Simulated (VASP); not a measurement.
# Cs (Immm) in VASP: notebook

The runs below take Cs through single point, with LDA.

All numbers are computed with VASP 6.6.1; they aren't measurements. Logs are shortened: lines on timing, memory, paths and dates and some standing lists are left out, and cuts for length are marked.

### Step 1. The cell of the first run

It takes space group Immm (No. 71, orthorhombic). Conventional cell: a = 5.217 Å, b = 5.950 Å, c = 7.897 Å, α = 90.00°, β = 90.00°, γ = 90.00°.

### Step 2. Single point, LDA (strain +0.1312 x Voigt [0, 0, 0, 0, 1, 0])

INCAR

```
SYSTEM = Cs
PREC = Accurate
ENCUT = 520
EDIFF = 1E-6
ISMEAR = 0
SIGMA = 0.15
LREAL = .False.
LASPH = .True.
NELM = 100
ALGO = Normal
ISIF = 2
LWAVE = .False.
LCHARG = .False.
GGA = CA
NBANDS = 10
```

KPOINTS

```
Automatic mesh
0
Gamma
  10 10 10
  0 0 0
```

POSCAR

```
Cs
1.0
    0.2590108245      3.9483357400      3.9483357400
    4.2073465645      0.0000000000      4.2073465645
    3.9483357400      3.9483357400      0.2590108245
Cs
1
Direct
    0.0000000000      0.0000000000      0.0000000000
```

Potentials or basis: VASP PAW LDA potentials, release 64 (Cs_sv).

Run with:

```sh
> cat potpaw_LDA.64/Cs_sv/POTCAR > POTCAR
> mpirun -np 1 vasp_std > vasp.out
```

OUTCAR:

```text
SYSTEM = Cs
   PREC = Accurate
   ENCUT = 520
   EDIFF = 1E-6
   ISMEAR = 0
   LREAL = .False.
   LASPH = .True.
   NELM = 100
   ISIF = 2
   GGA = CA

 ion  position               nearest neighbor table
   1  0.000  0.000  0.000-

  LATTYP: Found a body centered orthorhombic cell.
 ALAT       =     5.2174933315
 B/A-ratio  =     1.1404109589
 C/A-ratio  =     1.5134991035

  Lattice vectors:

 A1 = (   0.2590108245,  -3.9483357400,   3.9483357400)
 A2 = (  -0.2590108245,  -3.9483357400,  -3.9483357400)
 A3 = (   3.9483357400,   3.9483357400,   0.2590108245)

Analysis of symmetry for initial positions (statically):
=====================================================================
 Subroutine PRICEL returns:
 Original cell was already a primitive cell.

 Routine SETGRP: Setting up the symmetry group for a
 body centered orthorhombic supercell.

 Subroutine GETGRP returns: Found  8 space group operations
 (whereof  8 operations were pure point group operations)
 out of a pool of  8 trial point group operations.

The static configuration has the point symmetry D_2h.

Analysis of symmetry for dynamics (positions and initial velocities):
=====================================================================
 Subroutine PRICEL returns:
 Original cell was already a primitive cell.

 Routine SETGRP: Setting up the symmetry group for a
 body centered orthorhombic supercell.

 Subroutine GETGRP returns: Found  8 space group operations
 (whereof  8 operations were pure point group operations)
 out of a pool of  8 trial point group operations.

The dynamic configuration has the point symmetry D_2h.

 Subroutine INISYM returns: Found  8 space group operations
 (whereof  8 operations are pure point group operations),
 and found     1 'primitive' translations

----------------------------------------------------------------------------------------

                                     Primitive cell

  volume of cell :     122.5743

  direct lattice vectors                    reciprocal lattice vectors
     0.259010825  3.948335740  3.948335740    -0.135526149  0.126635634  0.135526149
     4.207346564  0.000000000  4.207346564     0.118839747 -0.126635634  0.118839747
     3.948335740  3.948335740  0.259010825     0.135526149  0.126635634 -0.135526149

  length of vectors
     5.589793989  5.950086573  5.589793989     0.229719956  0.210433730  0.229719956

  position of ions in fractional coordinates (direct lattice)
     0.000000000  0.000000000  0.000000000

  ion indices of the primitive-cell ions
   primitive index   ion index
                 1           1

----------------------------------------------------------------------------------------

 KPOINTS: Automatic mesh

Automatic generation of k-mesh.
 Grid dimensions read from file:
 generate k-points for:   10   10   10

 Generating k-lattice:

  Cartesian coordinates                     Fractional coordinates (reciprocal lattice)
    -0.013552615  0.012663563  0.013552615     0.100000000  0.000000000  0.000000000
     0.011883975 -0.012663563  0.011883975     0.000000000  0.100000000  0.000000000
     0.013552615  0.012663563 -0.013552615     0.000000000  0.000000000  0.100000000

  Length of vectors
     0.022971996  0.021043373  0.022971996

  Shift w.r.t. Gamma in fractional coordinates (k-lattice)
     0.000000000  0.000000000  0.000000000

 Subroutine IBZKPT returns following result:
 ===========================================

 Found    171 irreducible k-points:

 Following reciprocal coordinates:
            Coordinates               Weight
  0.000000  0.000000  0.000000      1.000000
  0.100000  0.000000  0.000000      4.000000
  0.200000  0.000000  0.000000      4.000000
  0.300000  0.000000 -0.000000      4.000000
  0.400000  0.000000 -0.000000      4.000000
  0.500000  0.000000 -0.000000      2.000000
[... 16 lines left out ...]
 -0.400000  0.200000 -0.000000      8.000000
 -0.300000  0.200000  0.000000      8.000000
 [... further k-points ...]
   k-points           NKPTS =    171   k-points in BZ     NKDIM =    171   number of bands    NBANDS=     10
   number of dos      NEDOS =    301   number of ions     NIONS =      1
   total plane-waves  NPLWV =  84672
   dimension x,y,z NGX =    42 NGY =   48 NGZ =   42
   dimension x,y,z NGXF=    84 NGYF=   96 NGZF=   84
   ions per type =               1
   NGX,Y,Z   is equivalent  to a cutoff of  12.49, 13.41, 12.49 a.u.
   NGXF,Y,Z  is equivalent  to a cutoff of  24.98, 26.82, 24.98 a.u.
 SYSTEM =  Cs
   PREC   = accura    normal or accurate (medium, high low for compatibility)
   ISTART =      0    job   : 0-new  1-cont  2-samecut
   ICHARG =      2    charge: 1-file 2-atom 10-const
   ISPIN  =      1    spin polarized calculation?
   LNONCOLLINEAR =      F non collinear calculations
   LSORBIT =      F    spin-orbit coupling
   LASPH  =      T    aspherical Exc in radial PAW
   ENCUT  =  520.0 eV  38.22 Ry    6.18 a.u.  10.39 11.06 10.39*2*pi/ulx,y,z
   NELM   =    100;   NELMIN=  2; NELMDL= -5     # of ELM steps
   EDIFF  = 0.1E-05   stopping-criterion for ELM
   LREAL  =      F    real-space projection
   EDIFFG = 0.1E-04   stopping-criterion for IOM
   NSW    =      0    number of steps for IOM
   IBRION =     -1    ionic relax: 0-MD 1-quasi-New 2-CG
   NFREE  =      0    steps in history (QN), initial steepest desc. (CG)
   ISIF   =      2    stress and relaxation
   ISYM   =      2    0-nonsym 1-usesym 2-fastsym
   POTIM  = 0.5000    time-step for ionic-motion
   TEBEG  =    0.0;   TEEND  =   0.0 temperature during run
   PSTRESS=    0.0 pullay stress
   NELECT =       9.0000    total number of electrons
   NUPDOWN=      -1.0000    fix difference up-down
   EMIN   =  10.00;   EMAX   =-10.00  energy-range for DOS
   EFERMI =   0.00;   METHOD = LEGACY
   ISMEAR =     0;   SIGMA  =   0.15  broadening in eV -4-tet -1-fermi 0-gaus
   EFERMI_NEDOS =   21; number of points for ismear=-14 and -15
   IALGO  =     38    algorithm
   IMIX   =      4    mixing-type and parameters
     AMIX     =   0.40;   BMIX     =  1.00
     AMIX_MAG =   1.60;   BMIX_MAG =  1.00
  volume/ion in A,a.u.               =     122.57       827.17
  Fermi-wavevector in a.u.,A,eV,Ry     =   0.685524  1.295452  6.393962  0.469943
  Thomas-Fermi vector in A             =   1.765490
   LORBIT       =      0    0 simple, 1 ext, 2 COOP (PROOUT), +10 PAW based schemes
   GGA     = CA    functional components
   LHFCALC =     F    Hartree Fock is set to
   AEXX    =    0.0000 exact exchange contribution
   IVDW    =     0    specifies the selected vdW correction
   LEPSILON=     F    determine dielectric tensor
   LRPA    =     F    only Hartree local field effects (RPA)
 non-spin polarized calculation
 Gauss-broadening in eV      SIGMA  =   0.15
  energy-cutoff  :      520.00
  volume of cell :      122.57
 maximum number of plane-waves:      3323
 NGX is ok and might be reduce to    42
   NGX = 21   NGY = 23   NGZ = 21

 number of electron       9.0000001 magnetization

 Free energy of the ion-electron system (eV)
  ---------------------------------------------------
  ext. energy  EPLUGINS =         0.00000000
  ---------------------------------------------------
  free energy    TOTEN  =        -0.95585318 eV

  energy without entropy =       -0.94190426  energy(sigma->0) =       -0.94887872

 E-fermi :   0.1371     XC(G=0):  -5.3778

 val. band max:        0.1282063492   @ k =   0.5000   0.2000   0.1000
 cond. band min:       0.1388920957   @ k =  -0.4000   0.1000  -0.0000
 fundamental gap:      0.0106857465
 Fermi energy:         0.1371041262

 k-point     1 :       0.0000    0.0000    0.0000
  band No.  band energies     occupation
      1     -23.7308      2.00000
      2     -10.4851      2.00000
      3     -10.4772      2.00000
      4     -10.4581      2.00000
      5      -1.4813      2.00000
      6       2.1494      0.00000
      7       2.3855      0.00000
      8       2.8730      0.00000
      9       3.5413      0.00000
     10       3.5546      0.00000

 k-point     2 :       0.1000    0.0000    0.0000
  band No.  band energies     occupation
      1     -23.7301      2.00000
      2     -10.4863      2.00000
      3     -10.4825      2.00000
      4     -10.4694      2.00000
      5      -1.3717      2.00000
      6       2.2031      0.00000
      7       2.3740      0.00000
      8       2.7445      0.00000
      9       3.3975      0.00000
     10       3.4254      0.00000

 k-point     3 :       0.2000    0.0000    0.0000
  band No.  band energies     occupation
      1     -23.7284      2.00000
      2     -10.5134      2.00000
      3     -10.4896      2.00000
      4     -10.4816      2.00000
      5      -1.0585      2.00000
      6       2.0747      0.00000
      7       2.2907      0.00000
      8       2.7832      0.00000
      9       3.2049      0.00000
     10       3.2826      0.00000

 k-point     4 :       0.3000    0.0000   -0.0000
  band No.  band energies     occupation
      1     -23.7263      2.00000
      2     -10.5576      2.00000
      3     -10.4937      2.00000
      4     -10.4898      2.00000
      5      -0.5909      2.00000
      6       1.6691      0.00000
      7       2.2299      0.00000
      8       2.7110      0.00000
      9       3.3574      0.00000
     10       3.5519      0.00000
[... 222 lines left out ...]
 k-point    22 :       0.5000    0.2000   -0.0000
  band No.  band energies     occupation
      1     -23.7238      2.00000
      2     -10.5967      2.00000
      3     -10.5104      2.00000
      4     -10.5035      2.00000
      5       0.3854      0.01923
      6       1.1215      0.00000
      7       1.7754      0.00000
      8       2.7027      0.00000
      9       3.4290      0.00000
     10       4.1641      0.00000

 k-point    23 :      -0.4000    0.2000   -0.0000
  band No.  band energies     occupation
      1     -23.7240      2.00000
      2     -10.5902      2.00000
      3     -10.5193      2.00000
      4     -10.5000      2.00000
      5       0.4727      0.00156
      6       1.1133      0.00000
      7       1.7076      0.00000
      8       2.6445      0.00000
      9       3.5024      0.00000
     10       4.0143      0.00000

 k-point    24 :      -0.3000    0.2000    0.0000
  band No.  band energies     occupation
      1     -23.7251      2.00000
      2     -10.5662      2.00000
      3     -10.5212      2.00000
      4     -10.4933      2.00000
      5       0.0014      1.79920
      6       1.4842      0.00000
      7       1.6823      0.00000
      8       2.6887      0.00000
      9       3.4063      0.00000
     10       4.0947      0.00000

 [... further k-points ...]
[... 5 lines left out ...]
  --------------------------------------------------------------------------------------
  -------------------------------------------------------------------------------------
  Total       -0.2858329     -0.3044848     -0.2858329     -0.0000000     -0.0000000     -0.0894297
  in kB       -3.7361437     -3.9799434     -3.7361437     -0.0000000     -0.0000000     -1.1689430
  external PRESSURE =      -3.8174103 kB  Pullay stress =       0.0000000 kB

 VOLUME and BASIS-vectors are now :
 -----------------------------------------------------------------------------
  energy-cutoff  :      520.00
  volume of cell :      122.57
      direct lattice vectors                 reciprocal lattice vectors
     0.259010825  3.948335740  3.948335740    -0.135526149  0.126635634  0.135526149
     4.207346564  0.000000000  4.207346564     0.118839747 -0.126635634  0.118839747
     3.948335740  3.948335740  0.259010825     0.135526149  0.126635634 -0.135526149

 POSITION                                       TOTAL-FORCE (eV/Angst)
 -----------------------------------------------------------------------------------
      0.00000      0.00000      0.00000        -0.000000      0.000000     -0.000000
 -----------------------------------------------------------------------------------
    total drift:                                0.000000     -0.000000      0.000000

  FREE ENERGIE OF THE ION-ELECTRON SYSTEM (eV)
  ---------------------------------------------------
  free  energy   TOTEN  =        -0.9558531775 eV

  energy  without entropy=       -0.9419042603  energy(sigma->0) =       -0.94887872
```

Wall time 2.3 min (1 thread of Intel Xeon Platinum 8259CL at 2.50GHz (Skylake/Cascade Lake), shared host); peak memory 0.35 GiB.

What came out:

```
Free energy : -0.9559 eV
Pressure    : -0.4 GPa
```

Stress tensor (GPa, compression positive):
```
-0.37  0.00 -0.12
 0.00 -0.40  0.00
-0.12  0.00 -0.37
```

Caveat: the cell differs from its parent crystal (strain +0.1312 x Voigt [0, 0, 0, 0, 1, 0]); spin-orbit coupling is left out, which moves the levels of the heavy elements.

### Step 3. Single point, LDA (strain +0.0937 x Voigt [0, 0, 0, 0, 1, 0])

INCAR

```
PREC = Accurate
ENCUT = 520
EDIFF = 1E-7
ISMEAR = 0
SIGMA = 0.15
LREAL = F
LASPH = T
NELM = 100
ALGO = Normal
ISIF = 2
LWAVE = F
LCHARG = T
GGA = CA
LELF = T
LVHAR = T
NBANDS = 10
```

KPOINTS

```
regular mesh
0
Gamma
  10 10 10
```

POSCAR

```
Cs
1.0
    0.1849795294      3.9483357400      3.9483357400
    4.1333152694      0.0000000000      4.1333152694
    3.9483357400      3.9483357400      0.1849795294
Cs
1
Direct
    0.0000000000      0.0000000000      0.0000000000
```

Potentials or basis: VASP PAW LDA potentials, release 64 (Cs_sv).

Run with:

```sh
> cat potpaw_LDA.64/Cs_sv/POTCAR > POTCAR
> mpirun -np 1 vasp_std > vasp.out
```

OUTCAR:

```text
PREC = Accurate
   ENCUT = 520
   EDIFF = 1E-7
   ISMEAR = 0
   LREAL = F
   LASPH = T
   NELM = 100
   ISIF = 2
   GGA = CA

 ion  position               nearest neighbor table
   1  0.000  0.000  0.000-

  LATTYP: Found a body centered orthorhombic cell.
 ALAT       =     5.3221893931
 B/A-ratio  =     1.0983056182
 C/A-ratio  =     1.4837261316

  Lattice vectors:

 A1 = (   0.1849795294,  -3.9483357400,   3.9483357400)
 A2 = (  -0.1849795294,  -3.9483357400,  -3.9483357400)
 A3 = (   3.9483357400,   3.9483357400,   0.1849795294)

Analysis of symmetry for initial positions (statically):
=====================================================================
 Subroutine PRICEL returns:
 Original cell was already a primitive cell.

 Routine SETGRP: Setting up the symmetry group for a
 body centered orthorhombic supercell.

 Subroutine GETGRP returns: Found  8 space group operations
 (whereof  8 operations were pure point group operations)
 out of a pool of  8 trial point group operations.

The static configuration has the point symmetry D_2h.

[... 156 lines left out ...]

  energy without entropy =       -0.94365410  energy(sigma->0) =       -0.95087255

 E-fermi :   0.1269     XC(G=0):  -5.3740

 val. band max:        0.1214580713   @ k =   0.3000  -0.2000   0.2000
 cond. band min:       0.1430687301   @ k =  -0.4000   0.0000   0.1000
 fundamental gap:      0.0216106587
 Fermi energy:         0.1268873401

 k-point     1 :       0.0000    0.0000    0.0000
  band No.  band energies     occupation
      1     -23.7338      2.00000
      2     -10.4863      2.00000
      3     -10.4799      2.00000
      4     -10.4679      2.00000
      5      -1.4848      2.00000
      6       2.2357      0.00000
      7       2.4272      0.00000
      8       2.7506      0.00000
      9       3.5110      0.00000
     10       3.5156      0.00000
[... 287 lines left out ...]
 k-point    24 :      -0.3000    0.2000   -0.0000
  band No.  band energies     occupation
      1     -23.7288      2.00000
      2     -10.5668      2.00000
      3     -10.5234      2.00000
      4     -10.4963      2.00000
      5      -0.0172      1.82565
      6       1.4386      0.00000
      7       1.7102      0.00000
      8       2.6818      0.00000
      9       3.4140      0.00000
     10       4.0993      0.00000

 [... further k-points ...]
[... 5 lines left out ...]
  --------------------------------------------------------------------------------------
  -------------------------------------------------------------------------------------
  Total       -0.2994596     -0.3072864     -0.2994596     -0.0000000     -0.0000000     -0.0623299
  in kB       -3.9059877     -4.0080765     -3.9059877     -0.0000000     -0.0000000     -0.8129966
  external PRESSURE =      -3.9400173 kB  Pullay stress =       0.0000000 kB

 VOLUME and BASIS-vectors are now :
 -----------------------------------------------------------------------------
  energy-cutoff  :      520.00
  volume of cell :      122.83
      direct lattice vectors                 reciprocal lattice vectors
     0.184979529  3.948335740  3.948335740    -0.132860131  0.126635634  0.132860131
     4.133315269  0.000000000  4.133315269     0.120968271 -0.126635634  0.120968271
     3.948335740  3.948335740  0.184979529     0.132860131  0.126635634 -0.132860131

 POSITION                                       TOTAL-FORCE (eV/Angst)
 -----------------------------------------------------------------------------------
      0.00000      0.00000      0.00000         0.000000     -0.000000      0.000000
 -----------------------------------------------------------------------------------
    total drift:                                0.000000     -0.000000      0.000000

  FREE ENERGIE OF THE ION-ELECTRON SYSTEM (eV)
  ---------------------------------------------------
  free  energy   TOTEN  =        -0.9580910141 eV

  energy  without entropy=       -0.9436540953  energy(sigma->0) =       -0.95087255
```

stdout:

```text
POSCAR found type information on POSCAR Cs
 POSCAR found :  1 types and       1 ions
 scaLAPACK will be used
 LDA part: xc-table for (Slater(with rela. corr.)+CA(PZ))
 , standard interpolation
 POSCAR, INCAR and KPOINTS ok, starting setup
 FFT: planning ... GRIDC
 FFT: planning ... GRID_SOFT
 FFT: planning ... GRID
 WAVECAR not read
 entering main loop
```

It took 2.5 min on 1 thread of Intel Xeon Platinum 8259CL at 2.50GHz (Skylake/Cascade Lake), shared host; peak memory 0.36 GiB.

Results:

```
Free energy : -0.9581 eV
Pressure    : -0.4 GPa
```

Caveat: the cell differs from its parent crystal (strain +0.0937 x Voigt [0, 0, 0, 0, 1, 0]); spin-orbit coupling is left out, which moves the levels of the heavy elements.

### Step 4. Single point, LDA (strain +0.1125 x Voigt [0, 0, 0, 0, 1, 0])

INCAR

```
SYSTEM = Cs
PREC = Accurate
ENCUT = 520
EDIFF = 1E-6
ISMEAR = 0
SIGMA = 0.15
LREAL = .FALSE.
LASPH = .TRUE.
NELM = 100
ALGO = Normal
ISIF = 2
LWAVE = .FALSE.
LCHARG = .FALSE.
NBANDS = 10
```

KPOINTS

```
Automatic mesh
0
G
  10 10 10
  0 0 0
```

POSCAR

```
Cs
1.0
    0.2220938854      3.9483357400      3.9483357400
    4.1704296254      0.0000000000      4.1704296254
    3.9483357400      3.9483357400      0.2220938854
Cs
1
Direct
    0.0000000000      0.0000000000      0.0000000000
```

Run with:

```sh
> cat potpaw_LDA.64/Cs_sv/POTCAR > POTCAR
> mpirun -np 1 vasp_std > vasp.out
```

Run time: 2.2 min. Hardware: 1 thread of Intel Xeon Platinum 8259CL at 2.50GHz (Skylake/Cascade Lake), shared host; peak memory 0.35 GiB.

It converged, with:

```yaml
Free_energy: -0.9571 eV
Pressure: -0.4 GPa
```

Stress tensor (GPa, compression positive):
```
-0.38  0.00 -0.10
 0.00 -0.40  0.00
-0.10  0.00 -0.38
```

Levels at points of the mesh, in eV from the Fermi level:
```tsv
k point	band 1	band 2	band 3	band 4	band 5	band 6	band 7	band 8	band 9	band 10
(0.00, 0.00, 0.00)	-23.86	-10.62	-10.61	-10.60	-1.62	2.06	2.28	2.68	3.39	3.40
(0.50, 0.00, 0.00)	-23.86	-10.74	-10.63	-10.63	0.07	0.92	1.95	2.36	3.96	3.99
(0.00, 0.50, 0.00)	-23.86	-10.71	-10.62	-10.61	-0.15	0.66	2.10	2.55	3.70	4.23
(0.50, 0.50, 0.00)	-23.86	-10.73	-10.65	-10.65	0.33	1.06	1.40	3.71	3.84	3.86
(0.50, 0.00, 0.50)	-23.86	-10.71	-10.66	-10.63	0.32	1.03	1.37	3.33	3.91	4.14
```

Caveat: the cell differs from its parent crystal (strain +0.1125 x Voigt [0, 0, 0, 0, 1, 0]); spin-orbit coupling is left out, which moves the levels of the heavy elements.

### Step 5. Summary

```tsv
cell	gap on the mesh (eV)	pressure (GPa)
a = 5.590, b = 5.950 Å, angles 57.8, 55.6, 57.8°, 1 atom	none	-0.4
a = 5.587, b = 5.845 Å, angles 58.5, 56.9, 58.5°, 1 atom	none	-0.4
a = 5.588, b = 5.898 Å, angles 58.1, 56.3, 58.1°, 1 atom	none	-0.4
```

Alike in all rows: task single point; level LDA; potentials or basis VASP PAW LDA potentials, release 64 (Cs_sv); no spin polarisation; k mesh 10 × 10 × 10; cutoff (eV) 520; smearing gaussian 0.15 eV.

Caveats: spin-orbit coupling is left out, which moves the levels of the heavy elements.

Absolute energies hang on the potentials; compare differences alone.
